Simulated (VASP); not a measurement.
Write the native input for VASP 6.6.1 that does the following.

| Item | Value |
| --- | --- |
| Task | single point |
| Functional | PBE |
| Potentials or basis | VASP PAW PBE potentials, release 64 (B, N) |
| Cutoff | 520 eV |
| k mesh | 10 × 10 × 10 |
| Occupations | gaussian, width 0.01 eV |
| Spin | no spin polarisation |
| Dipole correction | no |
| Further INCAR settings | ALGO = Normal; EDIFF = 1e-06; NBANDS = 11 |

The structure of BN (Qingsongite) lies in POSCAR:

```
BN
1.0
    0.0000000000      1.8075000000      1.8075000000
    1.8075000000      0.0000000000      1.8075000000
    1.8075000000      1.8075000000      0.0000000000
B N
1 1
Direct
    0.0000000000      0.0000000000      0.0000000000
    0.2500000000      0.2500000000      0.2500000000
```

The input as run:

INCAR

```
SYSTEM = BN
PREC = Accurate
ENCUT = 520
EDIFF = 1E-6
ISMEAR = 0
SIGMA = 0.01
LREAL = .False.
LASPH = .True.
NELM = 80
ALGO = Normal
ISIF = 2
LWAVE = .False.
LCHARG = .True.
GGA = PE
LELF = .True.
LVHAR = .True.
NBANDS = 11
```

KPOINTS

```
Automatic mesh
0
Gamma
  10 10 10
  0 0 0
```

Potentials or basis: VASP PAW PBE potentials, release 64 (B, N).

Run with:

```console
$ cat potpaw_PBE.64/B/POTCAR potpaw_PBE.64/N/POTCAR > POTCAR
$ mpirun -np 1 vasp_std > vasp.out
```

Results of the run:

| Item | Value |
| --- | --- |
| Pressure | 3.3 GPa |
| Band gap on the k mesh | 4.46 eV, indirect (least direct gap 8.82 eV) |

Run time: 3.3 s on 1 thread of Intel Xeon 6975P-C, with other jobs on the host, peak memory 0.12 GiB.
